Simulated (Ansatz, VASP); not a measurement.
# CdS: VASP beside Ansatz

```
Cd S
1.0
     4.07443    0.00000    0.00000
    -2.03722    3.52856    0.00000
     0.00000    0.00000    6.63736
Cd S
2 2
Direct
  0.33333 0.66667 0.00044
  0.66667 0.33333 0.50044
  0.33333 0.66667 0.37656
  0.66667 0.33333 0.87656
```

Alike in both runs: task single point; functional LDA; k mesh 6 × 6 × 4; no spin polarisation.

```csv
,VASP,Ansatz
version,VASP 6.6.1,Ansatz 0.2.0
potentials or method,"VASP PAW LDA potentials, release 64 (Cd, S), cutoff 500 eV","scalar-relativistic, plane waves, PAW"
occupations,"gaussian, width 0.01 eV",fixed
valence electrons in the cell,36,52
```

Ansatz gave:

- gap on the k mesh at the Fermi level (eV): 1.03
- least direct gap on the mesh (eV): 1.03

Task: Estimate VASP's values.

Result: gap on the k mesh at the Fermi level (eV): 1.05; least direct gap on the mesh (eV): 1.05.

Ansatz warns that its potentials were made for another functional, while VASP's fit it. LDA's correlation is that of Perdew and Zunger in VASP and of Perdew and Wang (1992) in Ansatz. VASP's potentials hold 36 valence electrons a cell and Ansatz's 52, so a difference there can come from the potentials and not from the codes.
